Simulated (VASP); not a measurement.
Set up this calculation in VASP 6.6.1, as the native input.

- Task: single point
- Functional: PBE
- Potentials or basis: VASP PAW PBE potentials, release 64 (As)
- Cutoff: 520 eV
- k mesh: 2 × 4 × 6
- Occupations: gaussian, width 0.1 eV
- Spin: no spin polarisation
- Dipole correction: no
- Further INCAR settings: ALGO = Normal; EDIFF = 1e-06; NBANDS = 30

The structure of As lies in POSCAR:

```
As
1.0
    7.7420037800      0.0000000000      0.0000000000
    0.0000000000      6.4083388000      0.0000000000
    0.0000000000      0.0000000000      3.2404145100
As
8
Direct
    0.1200621800      0.9168261100      0.6253348000
    0.3799378200      0.4168261100      0.8746652000
    0.6200621800      0.9168261100      0.3746652000
    0.8799378200      0.4168261100      0.1253348000
    0.1200621800      0.5831738900      0.8746652000
    0.3799378200      0.0831738900      0.6253348000
    0.6200621800      0.5831738900      0.1253348000
    0.8799378200      0.0831738900      0.3746652000
```

The cell was generated, and may not be a known phase.

One way to write it, as run:

INCAR

```
SYSTEM = As
ALGO     = Normal         ! electronic algorithm
EDIFF    = 1E-6           ! SCF threshold, eV
ENCUT    = 520            ! plane-wave cutoff, eV
GGA      = PE             ! functional
ISIF     = 2              ! what is computed and relaxed
ISMEAR   = 0              ! smearing method
LASPH    = .True.         ! aspherical terms in the spheres
LCHARG   = .False.        ! write CHGCAR
LREAL    = .False.        ! projectors in reciprocal space
LWAVE    = .False.        ! write WAVECAR
NBANDS   = 30             ! bands
NELM     = 60             ! most SCF steps
PREC     = Accurate       ! precision mode
SIGMA    = 0.1            ! smearing width, eV
```

KPOINTS

```
k-points
0
Gamma
  2 4 6
  0 0 0
```

Potentials or basis: VASP PAW PBE potentials, release 64 (As).

Command:

```sh
$ cat potpaw_PBE.64/As/POTCAR > POTCAR
$ mpirun -np 1 vasp_std > vasp.out
```

Results of the run:

```
Pressure               : 27.6 GPa
Largest force          : 0.274 eV/Å
Band gap on the k mesh : zero (bands 20 and 21 overlap by 1.90 eV)
```

Caveat: the k points lie up to 0.41 Å⁻¹ apart, too coarse for converged energies and pressures of a metal.

Wall time 44 s on 1 thread of AMD EPYC 9R45 96-Core Processor (Zen 5), on a shared host, peak memory 0.25 GiB.
